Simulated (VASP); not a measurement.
Wanted: the native input for a VASP 6.6.1 run.

- Task: single point
- Functional: PBE
- Dispersion: D3(BJ)
- Potentials or basis: VASP PAW PBE potentials, release 64 (Pt, Se)
- Cutoff: 520 eV
- k mesh: 10 × 10 × 8
- Occupations: gaussian, width 0.05 eV
- Spin: no spin polarisation
- Dipole correction: no
- Further INCAR settings: ALGO = Normal; EDIFF = 1e-06; NBANDS = 18

The structure of PtSe2 lies in POSCAR:

```
PtSe2
1.0
    3.7557430851      0.0000000000      0.0000000000
   -1.8778715425      3.2525689217      0.0000000000
    0.0000000000      0.0000000000      4.6688780380
Pt Se
1 2
Direct
    0.0000000000      0.0000000000      0.0000000000
    0.3333333333      0.6666666667      0.2725441960
    0.6666666667      0.3333333333      0.7274558040
```

The input as run:

INCAR

```
PREC     = Accurate       # precision mode
ENCUT    = 520            # plane-wave cutoff, eV
EDIFF    = 1E-6           # SCF threshold, eV
ISMEAR   = 0              # smearing method
SIGMA    = 0.05           # smearing width, eV
LREAL    = False          # projectors in reciprocal space
LASPH    = True           # aspherical terms in the spheres
NELM     = 100            # most SCF steps
ALGO     = Normal         # electronic algorithm
ISIF     = 2              # what is computed and relaxed
LWAVE    = False          # write WAVECAR
LCHARG   = False          # write CHGCAR
GGA      = PE             # functional
IVDW     = 12             # dispersion correction
NBANDS   = 18             # bands
```

KPOINTS

```
regular mesh
0
Gamma
  10 10 8
```

Potentials or basis: VASP PAW PBE potentials, release 64 (Pt, Se).

Launch:

```sh
$ cat potpaw_PBE.64/Pt/POTCAR potpaw_PBE.64/Se/POTCAR > POTCAR
$ mpirun -np 1 vasp_std > vasp.out
```

Results of the run:

```json
{
 "Pressure": "2.8 GPa",
 "Largest force": "0.008 eV/Å",
 "Band gap on the k mesh": "zero (bands 11 and 12 overlap by 1.02 eV)",
 "Dispersion energy per atom": "-0.511 eV"
}
```

Caveat: spin-orbit coupling is left out, which moves the levels of the heavy elements.

Run time: 79 s on 1 thread of Intel Xeon 8259CL, with other jobs on the host, peak memory 0.25 GiB.
